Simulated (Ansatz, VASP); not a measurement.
Ge2Sb2Te5 in VASP and in Ansatz

```xyz
9
Lattice="4.3635 0.0000 0.0000 -2.1818 3.7789 0.0000 0.0000 0.0000 17.1822" Properties=species:S:1:pos:R:3 pbc="T T T"
Ge    0.0000    0.0000    5.6954
Ge    0.0000    0.0000   11.4868
Sb    0.0000    2.5193    1.9271
Sb    2.1818    1.2596   15.2551
Te    0.0000    0.0000    0.0000
Te    0.0000    2.5193   13.5973
Te    2.1818    1.2596    3.5849
Te    0.0000    2.5193    7.0404
Te    2.1818    1.2596   10.1418
```

Alike in both runs: task single point; functional PBE; k mesh 9 × 9 × 2; occupations gaussian, width 0.03 eV; no spin polarisation.

|  | VASP | Ansatz |
| --- | --- | --- |
| version | VASP 6.6.1 | Ansatz 0.2.0 |
| potentials or method | VASP PAW PBE potentials, release 64 (Ge_d, Sb, Te), cutoff 520 eV | scalar-relativistic, plane waves, PAW |
| valence electrons in the cell | 68 | 138 |

```csv
,VASP,Ansatz,Ansatz less VASP
gap on the k mesh at the Fermi level (eV),0.13,0.13,-0.003
least direct gap on the mesh (eV),0.24,0.24,0.000
pressure (GPa),0.1,0.1,+0.02
"traceless stress, the component that is largest in VASP (GPa)",1.49,1.51,+0.013
rms of the force components (eV/Å),0.079,0.073,-0.0052
```

Atom by atom the forces differ by 0.007 eV/Å (rms over components). With one functional, cell and mesh, what is left measures potentials, basis and numerics. VASP's potentials hold 68 valence electrons a cell and Ansatz's 138, so a difference there can come from the potentials and not from the codes.

Spin-orbit coupling is off throughout.
